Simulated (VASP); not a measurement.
Runs of VASP 6.6.1 on HfN. The structure is that of space group P6_3/mmc (No. 194), or close to it. The cells are those of the table. 

```csv
cell,gap on the mesh (eV),pressure (GPa)
"a = 3.144, b = 3.144, c = 5.425 Å, angles 90.0, 90.0, 120.0°, 4 atoms",none,-2.6
"a = 3.155, b = 3.155, c = 5.317 Å, angles 90.0, 90.0, 120.0°, 4 atoms",none,1.2
"a = 3.129, b = 3.129, c = 5.534 Å, angles 90.0, 90.0, 120.0°, 4 atoms",none,(a)
"a = 3.160, b = 3.160, c = 5.317 Å, angles 90.0, 90.0, 120.0°, 4 atoms",none,0.3
```

Alike in all rows: task single point; level r2SCAN; potentials or basis VASP PAW PBE potentials, release 64 (Hf_pv, N); no spin polarisation; k mesh 18 × 18 × 10; cutoff (eV) 520; smearing gaussian 0.1 eV.

**Question.** Estimate the missing entries.

**Answer.** (a) -5.2.

Caveats: the PAW data sets were made with another functional, which shifts forces and pressure a little; spin-orbit coupling is left out, which moves the levels of the heavy elements; the cell stands under tension (at least some runs).

A k mesh can miss the band edges, and the runs leave out spin-orbit coupling on Hf.

A gap of «none» marks levels without a gap at the run's occupations.
